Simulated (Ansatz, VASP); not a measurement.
# One calculation of HgH3, two programs

```
Hg H
1.0
     7.30741    0.00000    0.00000
     0.00000    7.30741    0.00000
     0.00000    0.00000    7.30741
Hg H
2 6
Cartesian
  3.6537 3.6537 3.6537
  0.0000 0.0000 0.0000
  0.3760 3.6537 3.6537
  6.9314 3.6537 3.6537
  3.6537 0.3760 3.6537
  3.6537 6.9314 3.6537
  3.6537 3.6537 0.3760
  3.6537 3.6537 6.9314
```

Alike in both runs: functional PBE; k mesh 4 × 4 × 4; occupations gaussian, width 0.02 eV; no spin polarisation.

Ansatz relaxed the structure, and its values are those at the end. VASP's run is a single point on that final structure, the one shown.

|  | VASP | Ansatz |
| --- | --- | --- |
| version | VASP 6.6.1 | Ansatz 0.2.0 |
| potentials or method | VASP PAW PBE potentials, release 64 (Hg, H), cutoff 520 eV | scalar-relativistic, plane waves, PAW |
| valence electrons in the cell | 30 | 46 |

VASP gave:

```
gap on the k mesh at the Fermi level (eV) : 4.92
least direct gap on the mesh (eV)         : 4.92
pressure (GPa)                            : 0.0
rms of the force components (eV/Å)        : 0.006
```

Question: Estimate Ansatz's values.

Answer: gap on the k mesh at the Fermi level (eV): 4.92; least direct gap on the mesh (eV): 4.92; pressure (GPa): 0.0; rms of the force components (eV/Å): 0.000.

With one functional, cell and mesh, what is left measures potentials, basis and numerics. VASP's potentials hold 30 valence electrons a cell and Ansatz's 46, so a difference there can come from the potentials and not from the codes. Ansatz's warnings: stress scf threshold loose.

Spin-orbit coupling is off throughout.
